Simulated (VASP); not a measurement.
# Os (P6/mmm) in VASP: further runs

The runs below take Os through single point, with PBE.

Everything below comes from runs of VASP 6.6.1. Logs are shortened: lines on timing, memory, paths and dates and some standing lists are left out, and cuts for length are marked.

**1. The cell of the first run**

The structure is hexagonal, space group P6/mmm (No. 191). The conventional cell has a = 4.034 Å, b = 4.034 Å, c = 2.501 Å, α = 90.00°, β = 90.00°, γ = 120.00°. Os (site symmetry 6/mmm) has 14 Os at 2.50 to 2.64 Å within 3.3 Å. Os (site symmetry -6m2) has 11 Os at 2.33 to 2.64 Å within 3.1 Å.

This isn't the form of Os at room conditions, which is hcp.

**2. Single point, PBE (11.75 Å³/atom)**

File INCAR:

```
  PREC = Accurate
  ENCUT = 520
  EDIFF = 1E-6
  ISMEAR = -1
  SIGMA = 0.1
  LREAL = F
  LASPH = T
  NELM = 60
  ALGO = Normal
  ISIF = 2
  LWAVE = F
  LCHARG = F
  GGA = PE
  NBANDS = 19
```

File KPOINTS:

```
regular mesh
0
Gamma
  9 9 13
```

File POSCAR:

```
Os
1.0
    4.0338501032      0.0000000000      0.0000000000
   -2.0169250516      3.4934166644      0.0000000000
    0.0000000000      0.0000000000      2.5006561095
Os
3
Direct
    0.0000000000      0.0000000000      0.0000000000
    0.3333333333      0.6666666667      0.5000000000
    0.6666666667      0.3333333333      0.5000000000
```

Potentials or basis: VASP PAW PBE potentials, release 64 (Os).

Started as:

```
$ cat potpaw_PBE.64/Os/POTCAR > POTCAR
$ mpirun -np 1 vasp_std > vasp.out
```

OUTCAR:

```text
PREC = Accurate
   ENCUT = 520
   EDIFF = 1E-6
   ISMEAR = -1
   LREAL = F
   LASPH = T
   NELM = 60
   ISIF = 2
   GGA = PE

 ion  position               nearest neighbor table
   1  0.000  0.000  0.000-   2 2.64   3 2.64   2 2.64   3 2.64   2 2.64   2 2.64   3 2.64   3 2.64
                             3 2.64   3 2.64   2 2.64   2 2.64
   2  0.333  0.667  0.500-   3 2.33   3 2.33   3 2.33   1 2.64   1 2.64   1 2.64   1 2.64   1 2.64
                             1 2.64
   3  0.667  0.333  0.500-   2 2.33   2 2.33   2 2.33   1 2.64   1 2.64   1 2.64   1 2.64   1 2.64
                             1 2.64

  LATTYP: Found a hexagonal cell.
 ALAT       =     4.0338501032
 C/A-ratio  =     0.6199179557

  Lattice vectors:

 A1 = (   4.0338501032,   0.0000000000,   0.0000000000)
 A2 = (  -2.0169250516,   3.4934166644,   0.0000000000)
 A3 = (   0.0000000000,   0.0000000000,   2.5006561095)

Analysis of symmetry for initial positions (statically):
=====================================================================
 Subroutine PRICEL returns:
 Original cell was already a primitive cell.

 Routine SETGRP: Setting up the symmetry group for a
 hexagonal supercell.

 Subroutine GETGRP returns: Found 24 space group operations
 (whereof 24 operations were pure point group operations)
 out of a pool of 24 trial point group operations.

The static configuration has the point symmetry D_6h.

Analysis of symmetry for dynamics (positions and initial velocities):
=====================================================================
 Subroutine PRICEL returns:
 Original cell was already a primitive cell.

 Routine SETGRP: Setting up the symmetry group for a
 hexagonal supercell.

 Subroutine GETGRP returns: Found 24 space group operations
 (whereof 24 operations were pure point group operations)
 out of a pool of 24 trial point group operations.

The dynamic configuration has the point symmetry D_6h.

 Subroutine INISYM returns: Found 24 space group operations
 (whereof 24 operations are pure point group operations),
 and found     1 'primitive' translations

----------------------------------------------------------------------------------------

                                     Primitive cell

  volume of cell :      35.2390

  direct lattice vectors                    reciprocal lattice vectors
     4.033850103  0.000000000  0.000000000     0.247902122  0.143126357  0.000000000
    -2.016925052  3.493416664  0.000000000     0.000000000  0.286252714  0.000000000
     0.000000000  0.000000000  2.500656109     0.000000000  0.000000000  0.399895050

  length of vectors
     4.033850103  4.033850103  2.500656109     0.286252714  0.286252714  0.399895050

  position of ions in fractional coordinates (direct lattice)
     0.000000000  0.000000000  0.000000000
     0.333333333  0.666666667  0.500000000
     0.666666667  0.333333333  0.500000000

  ion indices of the primitive-cell ions
   primitive index   ion index
                 1           1
                 2           2
                 3           3

----------------------------------------------------------------------------------------

 KPOINTS: regular mesh

Automatic generation of k-mesh.
 Grid dimensions read from file:
 generate k-points for:    9    9   13

 Generating k-lattice:

  Cartesian coordinates                     Fractional coordinates (reciprocal lattice)
     0.027544680  0.015902929  0.000000000     0.111111111  0.000000000  0.000000000
     0.000000000  0.031805857  0.000000000     0.000000000  0.111111111  0.000000000
     0.000000000  0.000000000  0.030761158     0.000000000  0.000000000  0.076923077

  Length of vectors
     0.031805857  0.031805857  0.030761158

  Shift w.r.t. Gamma in fractional coordinates (k-lattice)
     0.000000000  0.000000000  0.000000000

 Subroutine IBZKPT returns following result:
 ===========================================

 Found     84 irreducible k-points:

 Following reciprocal coordinates:
            Coordinates               Weight
  0.000000  0.000000  0.000000      1.000000
  0.111111 -0.000000  0.000000      6.000000
  0.222222  0.000000  0.000000      6.000000
  0.333333  0.000000  0.000000      6.000000
  0.444444  0.000000  0.000000      6.000000
  0.111111  0.111111  0.000000      6.000000
[... 16 lines left out ...]
  0.333333  0.222222  0.076923     24.000000
  0.333333  0.333333  0.076923      4.000000
 [... further k-points ...]
   k-points           NKPTS =     84   k-points in BZ     NKDIM =     84   number of bands    NBANDS=     19
   number of dos      NEDOS =    301   number of ions     NIONS =      3
   total plane-waves  NPLWV =  18000
   dimension x,y,z NGX =    30 NGY =   30 NGZ =   20
   dimension x,y,z NGXF=    60 NGYF=   60 NGZF=   40
   ions per type =               3
   NGX,Y,Z   is equivalent  to a cutoff of  12.36, 12.36, 13.30 a.u.
   NGXF,Y,Z  is equivalent  to a cutoff of  24.73, 24.73, 26.59 a.u.
 SYSTEM =  unknown system
   PREC   = accura    normal or accurate (medium, high low for compatibility)
   ISTART =      0    job   : 0-new  1-cont  2-samecut
   ICHARG =      2    charge: 1-file 2-atom 10-const
   ISPIN  =      1    spin polarized calculation?
   LNONCOLLINEAR =      F non collinear calculations
   LSORBIT =      F    spin-orbit coupling
   LASPH  =      T    aspherical Exc in radial PAW
   ENCUT  =  520.0 eV  38.22 Ry    6.18 a.u.   7.50  7.50  4.65*2*pi/ulx,y,z
   NELM   =     60;   NELMIN=  2; NELMDL= -5     # of ELM steps
   EDIFF  = 0.1E-05   stopping-criterion for ELM
   LREAL  =      F    real-space projection
   EDIFFG = 0.1E-04   stopping-criterion for IOM
   NSW    =      0    number of steps for IOM
   IBRION =     -1    ionic relax: 0-MD 1-quasi-New 2-CG
   NFREE  =      0    steps in history (QN), initial steepest desc. (CG)
   ISIF   =      2    stress and relaxation
   ISYM   =      2    0-nonsym 1-usesym 2-fastsym
   POTIM  = 0.5000    time-step for ionic-motion
   TEBEG  =    0.0;   TEEND  =   0.0 temperature during run
   PSTRESS=    0.0 pullay stress
   NELECT =      24.0000    total number of electrons
   NUPDOWN=      -1.0000    fix difference up-down
   EMIN   =  10.00;   EMAX   =-10.00  energy-range for DOS
   EFERMI =   0.00;   METHOD = LEGACY
   ISMEAR =    -1;   SIGMA  =   0.10  broadening in eV -4-tet -1-fermi 0-gaus
   EFERMI_NEDOS =   21; number of points for ismear=-14 and -15
   IALGO  =     38    algorithm
   IMIX   =      4    mixing-type and parameters
     AMIX     =   0.40;   BMIX     =  1.00
     AMIX_MAG =   1.60;   BMIX_MAG =  1.00
  volume/ion in A,a.u.               =      11.75        79.27
  Fermi-wavevector in a.u.,A,eV,Ry     =   1.440358  2.721883 28.227082  2.074632
  Thomas-Fermi vector in A             =   2.559111
   LORBIT       =      0    0 simple, 1 ext, 2 COOP (PROOUT), +10 PAW based schemes
   GGA     = PE    functional components
   LHFCALC =     F    Hartree Fock is set to
   AEXX    =    0.0000 exact exchange contribution
   IVDW    =     0    specifies the selected vdW correction
   LEPSILON=     F    determine dielectric tensor
   LRPA    =     F    only Hartree local field effects (RPA)
 non-spin polarized calculation
  energy-cutoff  :      520.00
  volume of cell :       35.24
 maximum number of plane-waves:       969
 NGX is ok and might be reduce to    30
   NGX = 15   NGY = 15   NGZ =  9

 number of electron      24.0000002 magnetization

 Free energy of the ion-electron system (eV)
  ---------------------------------------------------
  ext. energy  EPLUGINS =         0.00000000
  ---------------------------------------------------
  free energy    TOTEN  =       -29.58498798 eV

  energy without entropy =      -29.52898976  energy(sigma->0) =      -29.55698887

 E-fermi :  12.6682     XC(G=0): -15.0638

 val. band max:       12.6612153729   @ k =   0.2222   0.0000   0.0000
 cond. band min:      12.6725164612   @ k =   0.3333   0.2222   0.1538
 fundamental gap:      0.0113010883
 Fermi energy:        12.6681503111

 k-point     1 :       0.0000    0.0000    0.0000
  band No.  band energies     occupation
      1      -0.2007      2.00000
      2       3.2903      2.00000
      3       6.8473      2.00000
      4       7.3207      2.00000
      5       7.3207      2.00000
      6       7.3344      2.00000
[... 11 lines left out ...]
     18      23.1906      0.00000
     19      24.2155      0.00000

 k-point     2 :       0.1111   -0.0000    0.0000
  band No.  band energies     occupation
      1       0.0557      2.00000
      2       3.3915      2.00000
      3       5.9167      2.00000
      4       6.5827      2.00000
      5       6.6515      2.00000
      6       7.7966      2.00000
[... 11 lines left out ...]
     18      22.1743      0.00000
     19      22.5156      0.00000

 k-point     3 :       0.2222    0.0000    0.0000
  band No.  band energies     occupation
      1       0.7771      2.00000
      2       3.5831      2.00000
      3       4.7195      2.00000
      4       5.9958      2.00000
      5       6.1325      2.00000
      6       7.6419      2.00000
[... 11 lines left out ...]
     18      20.0508      0.00000
     19      23.0694      0.00000

 k-point     4 :       0.3333    0.0000    0.0000
  band No.  band energies     occupation
      1       1.8127      2.00000
      2       3.2037      2.00000
      3       4.4479      2.00000
      4       5.4486      2.00000
      5       5.9644      2.00000
      6       7.1555      2.00000
[... 407 lines left out ...]
     18      17.2854      0.00000
     19      25.7274      0.00000

 k-point    23 :       0.3333    0.2222    0.0769
  band No.  band energies     occupation
      1       2.6121      2.00000
      2       3.4230      2.00000
      3       3.7327      2.00000
      4       5.9051      2.00000
      5       6.3310      2.00000
      6       7.0498      2.00000
[... 11 lines left out ...]
     18      16.0724      0.00000
     19      25.9599      0.00000

 k-point    24 :       0.3333    0.3333    0.0769
  band No.  band energies     occupation
      1       2.5122      2.00000
      2       3.5795      2.00000
      3       3.5795      2.00000
      4       6.2336      2.00000
      5       6.2336      2.00000
      6       6.9200      2.00000
[... 11 lines left out ...]
     18      15.6065      0.00000
     19      26.7341      0.00000

 [... further k-points ...]

------------------------ aborting loop because EDIFF is reached ----------------------------------------

  FORCE on cell =-STRESS in cart. coord.  units (eV):
  Direction    XX          YY          ZZ          XY          YZ          ZX
  --------------------------------------------------------------------------------------
  -------------------------------------------------------------------------------------
  Total       31.3483310     31.3483310     31.5406425      0.0000000      0.0000000      0.0000000
  in kB     1425.2822983   1425.2822983   1434.0259243      0.0000000      0.0000000      0.0000000
  external PRESSURE =    1428.1968403 kB  Pullay stress =       0.0000000 kB

 VOLUME and BASIS-vectors are now :
 -----------------------------------------------------------------------------
  energy-cutoff  :      520.00
  volume of cell :       35.24
      direct lattice vectors                 reciprocal lattice vectors
     4.033850103  0.000000000  0.000000000     0.247902122  0.143126357  0.000000000
    -2.016925052  3.493416664  0.000000000     0.000000000  0.286252714  0.000000000
     0.000000000  0.000000000  2.500656109     0.000000000  0.000000000  0.399895050

 POSITION                                       TOTAL-FORCE (eV/Angst)
 -----------------------------------------------------------------------------------
      0.00000      0.00000      0.00000        -0.000000      0.000000      0.000000
     -0.00000      2.32894      1.25033        -0.000000      0.000000     -0.000000
      2.01693      1.16447      1.25033         0.000000     -0.000000      0.000000
 -----------------------------------------------------------------------------------
    total drift:                               -0.000000      0.000000      0.000000

  FREE ENERGIE OF THE ION-ELECTRON SYSTEM (eV)
  ---------------------------------------------------
  free  energy   TOTEN  =       -29.5849879827 eV

  energy  without entropy=      -29.5289897554  energy(sigma->0) =      -29.55698887
```

Run time: 72 s. Hardware: 1 thread of Intel Xeon 8259CL, shared host; peak memory 0.18 GiB.

Results:

```
Free energy            : -29.5850 eV
Pressure               : 142.8 GPa
Band gap on the k mesh : zero (bands 12 and 13 overlap by 3.55 eV)
```

Caveat: the cell stands under pressure; spin-orbit coupling is left out, which moves the levels of the heavy elements.

**3. Single point, PBE**

This run uses another cell than the first one, of 13.21 Å³/atom.

File INCAR:

```
ALGO = Normal
EDIFF = 1E-6
ENCUT = 520
GGA = PE
ISIF = 2
ISMEAR = -1
LASPH = T
LCHARG = T
LELF = T
LREAL = F
LVHAR = T
LWAVE = F
NBANDS = 19
NELM = 60
PREC = Accurate
SIGMA = 0.1
```

File KPOINTS:

```
k-points
0
Gamma
  9 9 13
```

File POSCAR:

```
Os
1.0
    4.1854730585      0.0000000000      0.0000000000
   -2.0927365292      3.6247259955      0.0000000000
    0.0000000000      0.0000000000      2.6131052612
Os
3
Direct
    0.0000000000      0.0000000000      0.0000000000
    0.3333333333      0.6666666667      0.5000000000
    0.6666666667      0.3333333333      0.5000000000
```

Potentials or basis: VASP PAW PBE potentials, release 64 (Os).

Started as:

```
$ cat potpaw_PBE.64/Os/POTCAR > POTCAR
$ mpirun -np 1 vasp_std > vasp.out
```

OUTCAR:

```text
EDIFF = 1E-6
   ENCUT = 520
   GGA = PE
   ISIF = 2
   ISMEAR = -1
   LASPH = T
   LREAL = F
   NELM = 60
   PREC = Accurate

 ion  position               nearest neighbor table
   1  0.000  0.000  0.000-   2 2.75   3 2.75   2 2.75   3 2.75   2 2.75   2 2.75   3 2.75   3 2.75
                             3 2.75   3 2.75   2 2.75   2 2.75
   2  0.333  0.667  0.500-   3 2.42   3 2.42   3 2.42   1 2.75   1 2.75   1 2.75   1 2.75   1 2.75
                             1 2.75
[... 729 lines left out ...]
  Direction    XX          YY          ZZ          XY          YZ          ZX
  --------------------------------------------------------------------------------------
  -------------------------------------------------------------------------------------
  Total       12.5238781     12.5238781     12.6144003      0.0000000      0.0000000     -0.0000000
  in kB      506.1424679    506.1424679    509.8008492      0.0000000      0.0000000     -0.0000000
  external PRESSURE =     507.3619283 kB  Pullay stress =       0.0000000 kB

 VOLUME and BASIS-vectors are now :
 -----------------------------------------------------------------------------
  energy-cutoff  :      520.00
  volume of cell :       39.64
      direct lattice vectors                 reciprocal lattice vectors
     4.185473059  0.000000000  0.000000000     0.238921619  0.137941461  0.000000000
    -2.092736529  3.624725995  0.000000000     0.000000000  0.275882922  0.000000000
     0.000000000  0.000000000  2.613105261     0.000000000  0.000000000  0.382686459

 POSITION                                       TOTAL-FORCE (eV/Angst)
 -----------------------------------------------------------------------------------
      0.00000      0.00000      0.00000         0.000000      0.000000      0.000000
     -0.00000      2.41648      1.30655        -0.000000      0.000000      0.000000
      2.09274      1.20824      1.30655         0.000000     -0.000000      0.000000
 -----------------------------------------------------------------------------------
    total drift:                               -0.000000      0.000000      0.000000

  FREE ENERGIE OF THE ION-ELECTRON SYSTEM (eV)
  ---------------------------------------------------
  free  energy   TOTEN  =       -32.1239286393 eV

  energy  without entropy=      -32.0598441903  energy(sigma->0) =      -32.09188641
```

It took 58 s on 1 thread of Intel Xeon 8259CL, shared host; peak memory 0.19 GiB.

Results:

```
Free energy            : -32.1239 eV
Pressure               : 50.7 GPa
Band gap on the k mesh : zero (bands 12 and 13 overlap by 3.02 eV)
```

Stress tensor (GPa, compression positive):
```
50.61  0.00  0.00
 0.00 50.61  0.00
 0.00  0.00 50.98
```

Caveat: the cell stands under pressure; spin-orbit coupling is left out, which moves the levels of the heavy elements.

(Part 1 of 2 ends here.)
